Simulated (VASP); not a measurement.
Runs of VASP 6.6.1 on SiC (Moissanite). Symmetry: P6_3mc, No. 186, hexagonal system. The conventional cell has a = 3.076 Å, b = 3.076 Å, c = 5.048 Å, α = 90.00°, β = 90.00°, γ = 120.00°. Si (site symmetry 3m) has 4 C at 1.87 to 1.94 Å within 2.5 Å. C (site symmetry 3m) has 4 Si at 1.87 to 1.94 Å within 2.5 Å. 

| k mesh | gap on the mesh (eV) | pressure (GPa) | largest force (eV/Å) |
| --- | --- | --- | --- |
| 6 × 6 × 4 | 2.70 | 0.0 | 0.76 |
| 8 × 8 × 4 | 2.96 | 0.0 | 0.77 |
| 5 × 5 × 3 | 3.25 | 0.0 | 0.76 |
| 3 × 3 × 2 | 2.61 | (b) | (c) |
| 4 × 4 × 3 | 3.00 | (a) | 0.73 |

Alike in all rows: task single point; level r2SCAN; potentials or basis VASP PAW PBE potentials, release 64 (Si, C); no spin polarisation; cell as given; cutoff (eV) 520; smearing gaussian 0.01 eV.

Task: Estimate the missing entries.

Result: (a) 0.1; (b) 0.6; (c) 0.60.

Caveats: some runs use coarse meshes; the PAW data sets were made with another functional, which shifts forces and pressure a little.

A k mesh can miss the band edges.
